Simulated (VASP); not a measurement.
# PtF2: single point with PBE

PtF2:

```xyz
3
Lattice="2.9654 -3.4258 0.0000 2.9654 3.4258 0.0000 0.0000 0.0000 3.1122" Properties=species:S:1:pos:R:3 pbc="T T T"
Pt    0.0000    0.0000    0.0000
F     4.6422    0.0000    1.5561
F     1.2886    0.0000    1.5561
```

| Property | Result |
| --- | --- |
| Program | VASP 6.6.1 |
| Task | single point |
| Functional | PBE |
| Potentials or basis | VASP PAW PBE potentials, release 64 (Pt, F) |
| Cutoff | 520 eV |
| k mesh | 6 × 6 × 10 |
| Occupations | gaussian, width 0.02 eV |
| Spin | no spin polarisation |
| Dipole correction | no |
| Further INCAR settings | ALGO = Normal; EDIFF = 1e-07; NBANDS = 19 |

| Item | Value |
| --- | --- |
| Pressure | 0.3 GPa |
| Largest force | 0.093 eV/Å |
| Band gap on the k mesh | 1.16 eV, indirect (least direct gap 1.27 eV) |

Forces on the atoms (eV/Å):
```
Pt   0.000  0.000  0.000
F   -0.093  0.000  0.000
F    0.093  0.000  0.000
```

Stress tensor (GPa, compression positive):
```
 0.36  0.00  0.00
 0.00 -0.22  0.00
 0.00  0.00  0.67
```

Levels at points of the mesh, in eV from the valence-band top:
```csv
k point,band 10,band 11,band 12,band 13,band 14,band 15
"(0.00, 0.00, 0.00)",-0.79,-0.73,-0.06,2.22,2.75,7.32
"(0.50, 0.00, 0.00)",-0.80,-0.48,-0.04,2.21,3.92,5.22
"(0.50, 0.50, 0.00)",-0.82,-0.37,0.00,2.23,4.57,5.72
"(0.00, 0.00, 0.50)",-1.21,-0.30,-0.29,1.26,6.54,7.55
"(0.50, 0.00, 0.50)",-1.07,-0.23,-0.15,1.17,6.94,7.27
"(0.50, 0.50, 0.50)",-0.95,-0.20,-0.03,1.23,6.69,7.30
```

Wall time 24 s on 1 thread of Intel(R) Xeon(R) 6975P-C (Granite Rapids), on a shared host, peak memory 0.23 GiB.

Caveat: spin-orbit coupling is left out, which moves the levels of the heavy elements. A k mesh can miss the band edges.
